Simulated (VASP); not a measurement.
Wanted: the native input for a VASP 6.6.1 run.

```yaml
Task: single point
Functional: PBE
Potentials_or_basis: VASP PAW PBE potentials, release 64 (Ta_pv)
Cutoff: 520 eV
k_mesh: 20 × 20 × 20
Occupations: gaussian, width 0.15 eV
Spin: no spin polarisation
Dipole_correction: no
Further_INCAR_settings: ALGO = Fast; EDIFF = 1e-06; NBANDS = 12
```

The structure of Ta lies in POSCAR:

```
Ta
1.0
   -1.5839603342      1.5839603342      1.7851232966
    1.5839603342     -1.5839603342      1.7851232966
    1.5839603342      1.5839603342     -1.7851232966
Ta
1
Direct
    0.0000000000      0.0000000000      0.0000000000
```

These files were run (other wordings do the same):

INCAR

```
  PREC = Accurate
  ENCUT = 520
  EDIFF = 1E-6
  ISMEAR = 0
  SIGMA = 0.15
  LREAL = False
  LASPH = True
  NELM = 80
  ALGO = Fast
  ISIF = 2
  LWAVE = False
  LCHARG = False
  GGA = PE
  NBANDS = 12
```

KPOINTS

```
regular mesh
0
Gamma
  20 20 20
```

Potentials or basis: VASP PAW PBE potentials, release 64 (Ta_pv).

Command:

```bash
$ cat potpaw_PBE.64/Ta_pv/POTCAR > POTCAR
$ mpirun -np 1 vasp_std > vasp.out
```

It gave:

```json
{
 "Pressure": "5.5 GPa",
 "Band gap on the k mesh": "zero (an odd number of electrons rules out a gap without spin polarisation)"
}
```

Caveat: the cell stands under pressure; spin-orbit coupling is left out, which moves the levels of the heavy elements.

Wall time 85 s on 1 thread of Intel Xeon 8259CL, on a shared host, peak memory 0.25 GiB.
